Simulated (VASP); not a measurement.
# Rb (Fd-3m) in VASP: notebook

The runs below take Rb through single point, with PBEsol.

Everything below comes from runs of VASP 6.6.1. Logs are shortened: lines on timing, memory, paths and dates and some standing lists are left out, and cuts for length are marked.

## Step 1: The cell of the first run

The structure is cubic, space group Fd-3m (No. 227). The conventional cell has a = 9.408 Å, b = 9.408 Å, c = 9.408 Å, α = 90.00°, β = 90.00°, γ = 90.00°. Within 5.3 Å of Rb (site symmetry -43m) lie 4 Rb at 4.07 Å.

This isn't the form of Rb at room conditions, which is bcc.

## Step 2: Single point, PBEsol

The input, INCAR:

```
SYSTEM = Rb
ALGO = Normal
EDIFF = 1E-6
ENCUT = 520
GGA = PS
ISIF = 2
ISMEAR = -4
LASPH = .TRUE.
LCHARG = .TRUE.
LELF = .TRUE.
LREAL = .FALSE.
LVHAR = .TRUE.
LWAVE = .FALSE.
NBANDS = 16
NELM = 100
PREC = Accurate
SIGMA = 0.1
```

The input, KPOINTS:

```
k-points
0
G
  8 8 8
  0 0 0
```

The input, POSCAR:

```
Rb
1.0
    0.0000000000      4.7041986040      4.7041986040
    4.7041986040      0.0000000000      4.7041986040
    4.7041986040      4.7041986040      0.0000000000
Rb
2
Direct
   -0.1250000000     -0.1250000000     -0.1250000000
    0.1250000000      0.1250000000      0.1250000000
```

Potentials or basis: VASP PAW PBE potentials, release 64 (Rb_sv).

Launch:

```sh
$ cat potpaw_PBE.64/Rb_sv/POTCAR > POTCAR
$ mpirun -np 1 vasp_std > vasp.out
```

OUTCAR:

```text
SYSTEM = Rb
   EDIFF = 1E-6
   ENCUT = 520
   GGA = PS
   ISIF = 2
   ISMEAR = -4
   LASPH = .TRUE.
   LREAL = .FALSE.
   NELM = 100
   PREC = Accurate

 ion  position               nearest neighbor table
   1  0.875  0.875  0.875-   2 4.07   2 4.07   2 4.07   2 4.07
   2  0.125  0.125  0.125-   1 4.07   1 4.07   1 4.07   1 4.07

  LATTYP: Found a face centered cubic cell.
 ALAT       =     9.4083972080

  Lattice vectors:

 A1 = (   0.0000000000,   4.7041986040,   4.7041986040)
 A2 = (   4.7041986040,   0.0000000000,   4.7041986040)
 A3 = (   4.7041986040,   4.7041986040,   0.0000000000)

Analysis of symmetry for initial positions (statically):
=====================================================================
 Subroutine PRICEL returns:
 Original cell was already a primitive cell.

 Routine SETGRP: Setting up the symmetry group for a
 face centered cubic supercell.

 Subroutine GETGRP returns: Found 48 space group operations
 (whereof 12 operations were pure point group operations)
 out of a pool of 48 trial point group operations.

The static configuration has the point symmetry D_3d.
 The point group associated with its full space group is O_h .

Analysis of symmetry for dynamics (positions and initial velocities):
=====================================================================
 Subroutine PRICEL returns:
 Original cell was already a primitive cell.

 Routine SETGRP: Setting up the symmetry group for a
 face centered cubic supercell.

 Subroutine GETGRP returns: Found 48 space group operations
 (whereof 12 operations were pure point group operations)
 out of a pool of 48 trial point group operations.

The dynamic configuration has the point symmetry D_3d.
 The point group associated with its full space group is O_h .

 Subroutine INISYM returns: Found 48 space group operations
 (whereof 12 operations are pure point group operations),
 and found     1 'primitive' translations

----------------------------------------------------------------------------------------

                                     Primitive cell

  volume of cell :     208.2030

  direct lattice vectors                    reciprocal lattice vectors
     0.000000000  4.704198604  4.704198604    -0.106288030  0.106288030  0.106288030
     4.704198604  0.000000000  4.704198604     0.106288030 -0.106288030  0.106288030
     4.704198604  4.704198604  0.000000000     0.106288030  0.106288030 -0.106288030

  length of vectors
     6.652741466  6.652741466  6.652741466     0.184096267  0.184096267  0.184096267

  position of ions in fractional coordinates (direct lattice)
     0.875000000  0.875000000  0.875000000
     0.125000000  0.125000000  0.125000000

  ion indices of the primitive-cell ions
   primitive index   ion index
                 1           1
                 2           2

----------------------------------------------------------------------------------------

 KPOINTS: k-points

Automatic generation of k-mesh.
 Grid dimensions read from file:
 generate k-points for:    8    8    8

 Generating k-lattice:

  Cartesian coordinates                     Fractional coordinates (reciprocal lattice)
    -0.013286004  0.013286004  0.013286004     0.125000000  0.000000000  0.000000000
     0.013286004 -0.013286004  0.013286004     0.000000000  0.125000000  0.000000000
     0.013286004  0.013286004 -0.013286004     0.000000000  0.000000000  0.125000000

  Length of vectors
     0.023012033  0.023012033  0.023012033

  Shift w.r.t. Gamma in fractional coordinates (k-lattice)
     0.000000000  0.000000000  0.000000000

 TETIRR: Found     76 inequivalent tetrahedra from     3072

 Subroutine IBZKPT returns following result:
 ===========================================

 Found     29 irreducible k-points:

 Following reciprocal coordinates:
            Coordinates               Weight
  0.000000  0.000000  0.000000      1.000000
  0.125000  0.000000  0.000000      8.000000
  0.250000  0.000000  0.000000      8.000000
  0.375000  0.000000  0.000000      8.000000
  0.500000  0.000000  0.000000      4.000000
  0.125000  0.125000  0.000000      6.000000
[... 16 lines left out ...]
  0.500000  0.250000  0.125000     48.000000
 -0.375000  0.250000  0.125000     24.000000
 [... further k-points ...]
   k-points           NKPTS =     29   k-points in BZ     NKDIM =     29   number of bands    NBANDS=     16
   number of dos      NEDOS =    301   number of ions     NIONS =      2
   total plane-waves  NPLWV = 125000
   dimension x,y,z NGX =    50 NGY =   50 NGZ =   50
   dimension x,y,z NGXF=   100 NGYF=  100 NGZF=  100
   ions per type =               2
   NGX,Y,Z   is equivalent  to a cutoff of  12.49, 12.49, 12.49 a.u.
   NGXF,Y,Z  is equivalent  to a cutoff of  24.99, 24.99, 24.99 a.u.
 SYSTEM =  Rb
   PREC   = accura    normal or accurate (medium, high low for compatibility)
   ISTART =      0    job   : 0-new  1-cont  2-samecut
   ICHARG =      2    charge: 1-file 2-atom 10-const
   ISPIN  =      1    spin polarized calculation?
   LNONCOLLINEAR =      F non collinear calculations
   LSORBIT =      F    spin-orbit coupling
   LASPH  =      T    aspherical Exc in radial PAW
   ENCUT  =  520.0 eV  38.22 Ry    6.18 a.u.  12.37 12.37 12.37*2*pi/ulx,y,z
   NELM   =    100;   NELMIN=  2; NELMDL= -5     # of ELM steps
   EDIFF  = 0.1E-05   stopping-criterion for ELM
   LREAL  =      F    real-space projection
   EDIFFG = 0.1E-04   stopping-criterion for IOM
   NSW    =      0    number of steps for IOM
   IBRION =     -1    ionic relax: 0-MD 1-quasi-New 2-CG
   NFREE  =      0    steps in history (QN), initial steepest desc. (CG)
   ISIF   =      2    stress and relaxation
   ISYM   =      2    0-nonsym 1-usesym 2-fastsym
   POTIM  = 0.5000    time-step for ionic-motion
   TEBEG  =    0.0;   TEEND  =   0.0 temperature during run
   PSTRESS=    0.0 pullay stress
   NELECT =      18.0000    total number of electrons
   NUPDOWN=      -1.0000    fix difference up-down
   EMIN   =  10.00;   EMAX   =-10.00  energy-range for DOS
   EFERMI =   0.00;   METHOD = LEGACY
   ISMEAR =    -4;   SIGMA  =   0.10  broadening in eV -4-tet -1-fermi 0-gaus
   EFERMI_NEDOS =   21; number of points for ismear=-14 and -15
   IALGO  =     38    algorithm
   IMIX   =      4    mixing-type and parameters
     AMIX     =   0.40;   BMIX     =  1.00
     AMIX_MAG =   1.60;   BMIX_MAG =  1.00
  volume/ion in A,a.u.               =     104.10       702.51
  Fermi-wavevector in a.u.,A,eV,Ry     =   0.723886  1.367946  7.129596  0.524011
  Thomas-Fermi vector in A             =   1.814216
   LORBIT       =      0    0 simple, 1 ext, 2 COOP (PROOUT), +10 PAW based schemes
   GGA     = PS    functional components
   LHFCALC =     F    Hartree Fock is set to
   AEXX    =    0.0000 exact exchange contribution
   IVDW    =     0    specifies the selected vdW correction
   LEPSILON=     F    determine dielectric tensor
   LRPA    =     F    only Hartree local field effects (RPA)
 non-spin polarized calculation
 Fermi weights with tetrahedron method witout Bloechl corrections
  energy-cutoff  :      520.00
  volume of cell :      208.20
 maximum number of plane-waves:      5660
 NGX is ok and might be reduce to    50
   NGX = 25   NGY = 25   NGZ = 25

 number of electron      18.0000000 magnetization

 Free energy of the ion-electron system (eV)
  ---------------------------------------------------
  ext. energy  EPLUGINS =         0.00000000
  ---------------------------------------------------
  free energy    TOTEN  =        -1.42013799 eV

  energy without entropy =       -1.42013799  energy(sigma->0) =       -1.42013799

 E-fermi :  -0.1917     XC(G=0):  -5.1426

 val. band max:       -0.0950318160   @ k =  -0.3750   0.5000   0.1250
 cond. band min:      -0.2160731525   @ k =   0.5000   0.1250   0.0000
 fundamental gap:     -0.1210413364
 Fermi energy:        -0.1916641267

 k-point     1 :       0.0000    0.0000    0.0000
  band No.  band energies     occupation
      1     -29.5576      2.00000
      2     -29.5150      2.00000
      3     -13.7246      2.00000
      4     -13.7246      2.00000
      5     -13.7246      2.00000
      6     -13.5458      2.00000
[... 8 lines left out ...]
     15       2.3549      0.00000
     16       2.3549      0.00000

 k-point     2 :       0.1250    0.0000    0.0000
  band No.  band energies     occupation
      1     -29.5564      2.00000
      2     -29.5162      2.00000
      3     -13.7279      2.00000
      4     -13.7279      2.00000
      5     -13.7245      2.00000
      6     -13.5469      2.00000
[... 8 lines left out ...]
     15       2.2009      0.00000
     16       2.4057      0.00000

 k-point     3 :       0.2500    0.0000    0.0000
  band No.  band energies     occupation
      1     -29.5532      2.00000
      2     -29.5195      2.00000
      3     -13.7354      2.00000
      4     -13.7354      2.00000
      5     -13.7243      2.00000
      6     -13.5492      2.00000
[... 8 lines left out ...]
     15       2.3381      0.00000
     16       2.5210      0.00000

 k-point     4 :       0.3750    0.0000    0.0000
  band No.  band energies     occupation
      1     -29.5491      2.00000
      2     -29.5235      2.00000
      3     -13.7423      2.00000
      4     -13.7423      2.00000
      5     -13.7244      2.00000
      6     -13.5514      2.00000
[... 8 lines left out ...]
     15       2.4422      0.00000
     16       2.6858      0.00000
[... 324 lines left out ...]
 k-point    22 :       0.3750    0.2500    0.1250
  band No.  band energies     occupation
      1     -29.5502      2.00000
      2     -29.5224      2.00000
      3     -13.7521      2.00000
      4     -13.7441      2.00000
      5     -13.7029      2.00000
      6     -13.5714      2.00000
[... 8 lines left out ...]
     15       2.4115      0.00000
     16       2.6297      0.00000

 k-point    23 :       0.5000    0.2500    0.1250
  band No.  band energies     occupation
      1     -29.5462      2.00000
      2     -29.5265      2.00000
      3     -13.7612      2.00000
      4     -13.7502      2.00000
      5     -13.6928      2.00000
      6     -13.5823      2.00000
[... 8 lines left out ...]
     15       2.4833      0.00000
     16       2.7035      0.00000

 k-point    24 :      -0.3750    0.2500    0.1250
  band No.  band energies     occupation
      1     -29.5439      2.00000
      2     -29.5288      2.00000
      3     -13.7645      2.00000
      4     -13.7530      2.00000
      5     -13.6881      2.00000
      6     -13.5873      2.00000
[... 8 lines left out ...]
     15       2.5443      0.00000
     16       2.7453      0.00000

 [... further k-points ...]

------------------------ aborting loop because EDIFF is reached ----------------------------------------

  FORCE on cell =-STRESS in cart. coord.  units (eV):
  Direction    XX          YY          ZZ          XY          YZ          ZX
  --------------------------------------------------------------------------------------
  -------------------------------------------------------------------------------------
  Total        0.5082783      0.5082783      0.5082783      0.0000000      0.0000000     -0.0000000
  in kB        3.9113370      3.9113370      3.9113370      0.0000000      0.0000000     -0.0000000
  external PRESSURE =       3.9113370 kB  Pullay stress =       0.0000000 kB

 VOLUME and BASIS-vectors are now :
 -----------------------------------------------------------------------------
  energy-cutoff  :      520.00
  volume of cell :      208.20
      direct lattice vectors                 reciprocal lattice vectors
     0.000000000  4.704198604  4.704198604    -0.106288030  0.106288030  0.106288030
     4.704198604  0.000000000  4.704198604     0.106288030 -0.106288030  0.106288030
     4.704198604  4.704198604  0.000000000     0.106288030  0.106288030 -0.106288030

 POSITION                                       TOTAL-FORCE (eV/Angst)
 -----------------------------------------------------------------------------------
      8.23235      8.23235      8.23235         0.000000      0.000000      0.000000
      1.17605      1.17605      1.17605        -0.000000     -0.000000     -0.000000
 -----------------------------------------------------------------------------------
    total drift:                                0.000000      0.000000     -0.000000

  FREE ENERGIE OF THE ION-ELECTRON SYSTEM (eV)
  ---------------------------------------------------
  free  energy   TOTEN  =        -1.4201379937 eV

  energy  without entropy=       -1.4201379937  energy(sigma->0) =       -1.42013799
```

Run time: 99 s. Hardware: 1 thread of AMD EPYC 9R14 (Zen 4), shared host; peak memory 0.33 GiB.

Results:

| Quantity | Value |
| --- | --- |
| Free energy | -1.4201 eV |
| Pressure | 0.4 GPa |
| Band gap on the k mesh | zero (bands 9 and 10 overlap by 0.46 eV) |

Levels at points of the mesh, in eV from the Fermi level:
```
           k point  band 6  band 7  band 8  band 9  band 10  band 11  band 12  band 13
(0.00, 0.00, 0.00)  -13.35  -13.35  -13.35   -1.91     2.16     2.16     2.16     2.17
(0.50, 0.00, 0.00)  -13.36  -13.33  -13.33   -0.69    -0.16     1.69     1.69     2.18
(0.50, 0.50, 0.00)  -13.45  -13.31  -13.31    0.01     0.01     1.02     1.02     1.93
```

Caveat: the PAW data sets were made with another functional, which shifts forces and pressure a little.

## Step 3: Single point, PBEsol (117.11 Å³/atom)

This run uses another cell than the first one, of 117.11 Å³/atom.

The input, INCAR:

```
ALGO = Normal
EDIFF = 1E-6
ENCUT = 520
GGA = PS
ISIF = 2
ISMEAR = -1
LASPH = True
LCHARG = False
LREAL = False
LWAVE = False
NBANDS = 16
NELM = 60
PREC = Accurate
SIGMA = 0.05
```

The input, KPOINTS:

```
k-points
0
Gamma
  8 8 8
```

The input, POSCAR:

```
Rb
1.0
    0.0000000000      4.8925637083      4.8925637083
    4.8925637083      0.0000000000      4.8925637083
    4.8925637083      4.8925637083      0.0000000000
Rb
2
Direct
   -0.1250000000     -0.1250000000     -0.1250000000
    0.1250000000      0.1250000000      0.1250000000
```

Potentials or basis: VASP PAW PBE potentials, release 64 (Rb_sv).

Launch:

```sh
$ cat potpaw_PBE.64/Rb_sv/POTCAR > POTCAR
$ mpirun -np 1 vasp_std > vasp.out
```

Run time: 1.9 min. Hardware: 1 thread of AMD EPYC 9R14 (Zen 4), shared host; peak memory 0.38 GiB.

It converged, with:

- Free energy: -1.4824 eV
- Pressure: 0.1 GPa
- Band gap on the k mesh: zero (bands 9 and 10 overlap by 0.33 eV)

Levels at points of the mesh, in eV from the Fermi level:
| k point | band 6 | band 7 | band 8 | band 9 | band 10 | band 11 | band 12 | band 13 |
| --- | --- | --- | --- | --- | --- | --- | --- | --- |
| (0.00, 0.00, 0.00) | -13.35 | -13.35 | -13.35 | -1.74 | 2.11 | 2.11 | 2.11 | 2.21 |
| (0.50, 0.00, 0.00) | -13.35 | -13.33 | -13.33 | -0.66 | -0.10 | 1.74 | 1.74 | 2.10 |
| (0.50, 0.50, 0.00) | -13.41 | -13.32 | -13.32 | 0.01 | 0.01 | 1.05 | 1.05 | 1.78 |

Caveat: the PAW data sets were made with another functional, which shifts forces and pressure a little.

## Step 4: Single point, PBEsol (117.11 Å³/atom)

This run uses another cell than the first one, of 117.11 Å³/atom.

The input, INCAR:

```
SYSTEM = Rb
PREC     = Accurate       ! precision mode
ENCUT    = 520            ! plane-wave cutoff, eV
EDIFF    = 1E-6           ! SCF threshold, eV
ISMEAR   = -1             ! smearing method
SIGMA    = 0.05           ! smearing width, eV
LREAL    = .FALSE.        ! projectors in reciprocal space
LASPH    = .TRUE.         ! aspherical terms in the spheres
NELM     = 80             ! most SCF steps
ALGO     = Normal         ! electronic algorithm
ISIF     = 2              ! what is computed and relaxed
LWAVE    = .FALSE.        ! write WAVECAR
LCHARG   = .TRUE.         ! write CHGCAR
GGA      = PS             ! functional
LELF     = .TRUE.         ! ELF
LVHAR    = .TRUE.       
NBANDS   = 16             ! bands
```

The input, KPOINTS:

```
regular mesh
0
G
  8 8 8
  0 0 0
```

POSCAR is that of step 3.

Launch:

```sh
$ cat potpaw_PBE.64/Rb_sv/POTCAR > POTCAR
$ mpirun -np 1 vasp_std > vasp.out
```

It took 2.1 min on 1 thread of AMD EPYC 9R14 (Zen 4), shared host; peak memory 0.38 GiB.

It converged, with:

| Item | Value |
| --- | --- |
| Free energy | -1.4824 eV |
| Pressure | 0.1 GPa |
| Band gap on the k mesh | zero (bands 9 and 10 overlap by 0.33 eV) |

Levels at points of the mesh, in eV from the Fermi level:
```csv
k point,band 6,band 7,band 8,band 9,band 10,band 11,band 12,band 13
"(0.00, 0.00, 0.00)",-13.35,-13.35,-13.35,-1.74,2.11,2.11,2.11,2.21
"(0.50, 0.00, 0.00)",-13.35,-13.33,-13.33,-0.66,-0.10,1.74,1.74,2.10
"(0.50, 0.50, 0.00)",-13.41,-13.32,-13.32,0.01,0.01,1.05,1.05,1.78
```

Caveat: the PAW data sets were made with another functional, which shifts forces and pressure a little.
